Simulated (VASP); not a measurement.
Set up this calculation in VASP 6.6.1, as the native input.

```
Task                   : single point
Functional             : RPBE
Potentials or basis    : VASP PAW PBE potentials, release 64 (Se)
Cutoff                 : 520 eV
k mesh                 : 4 × 4 × 4
Occupations            : methfessel-paxton, width 0.05 eV
Spin                   : collinear spin, ferromagnetic start
Starting moments       : [2.0] μB
Dipole correction      : no
Further INCAR settings : ALGO = Normal; EDIFF = 1e-07; NBANDS = 13
```

The structure of Se lies in POSCAR:

```
Se
1.0
   -1.6434423836      1.6434423836      1.6434423836
    1.6434423836     -1.6434423836      1.6434423836
    1.6434423836      1.6434423836     -1.6434423836
Se
1
Direct
    0.0000000000      0.0000000000      0.0000000000
```

One way to write it, as run:

INCAR

```
SYSTEM = Se
ALGO = Normal
EDIFF = 1E-7
ENCUT = 520
GGA = RP
ISIF = 2
ISMEAR = 1
ISPIN = 2
LASPH = .True.
LCHARG = .True.
LELF = .True.
LORBIT = 11
LREAL = .False.
LVHAR = .True.
LWAVE = .False.
MAGMOM = 2
NBANDS = 13
NELM = 150
PREC = Accurate
SIGMA = 0.05
```

KPOINTS

```
k-points
0
Gamma
  4 4 4
  0 0 0
```

Potentials or basis: VASP PAW PBE potentials, release 64 (Se).

Run with:

```console
$ cat potpaw_PBE.64/Se/POTCAR > POTCAR
$ mpirun -np 1 vasp_std > vasp.out
```

Results of the run:

| Item | Value |
| --- | --- |
| Pressure | 14.8 GPa |
| Net moment | 0.04 μB per cell |
| Site moments | Se +0.03 μB |
| Valence electrons inside the program's atomic spheres | Se 3.69 |

Caveat: the k points lie up to 0.68 Å⁻¹ apart; the PAW data sets were made with another functional, which shifts forces and pressure a little.

Wall time 5.6 s on 1 thread of Intel(R) Xeon(R) Platinum 8375C CPU @ 2.90GHz (Ice Lake) (shared host), peak memory 0.14 GiB.
